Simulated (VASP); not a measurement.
Input of a VASP 6.6.1 run:

File INCAR:

```
SYSTEM = TiRh
  PREC = Accurate
  ENCUT = 520
  EDIFF = 1E-6
  ISMEAR = -1
  SIGMA = 0.05
  LREAL = .False.
  LASPH = .True.
  NELM = 60
  ALGO = Normal
  ISIF = 2
  LWAVE = .False.
  LCHARG = .True.
  GGA = PS
  LELF = .True.
  LVHAR = .True.
  NBANDS = 20
```

Contents of KPOINTS:

```
regular mesh
0
Gamma
  11 11 10
  0 0 0
```

The input POSCAR:

```
TiRh
1.0
    3.0466031134      0.0000000000      0.0000000000
    0.0000000000      3.0466031134      0.0000000000
    0.0000000000      0.0000000000      3.4157029551
Ti Rh
1 1
Direct
    0.5000000000      0.5000000000      0.5000000000
    0.0000000000      0.0000000000      0.0000000000
```

Potentials or basis: VASP PAW PBE potentials, release 64 (Ti_sv, Rh_pv).

Launch:

```console
$ cat potpaw_PBE.64/Ti_sv/POTCAR potpaw_PBE.64/Rh_pv/POTCAR > POTCAR
$ mpirun -np 1 vasp_std > vasp.out
```

(1) Estimate the pressure.

## Answers

(1) -15.9 GPa.

Caveat: the PAW data sets were made with another functional, which shifts forces and pressure a little.
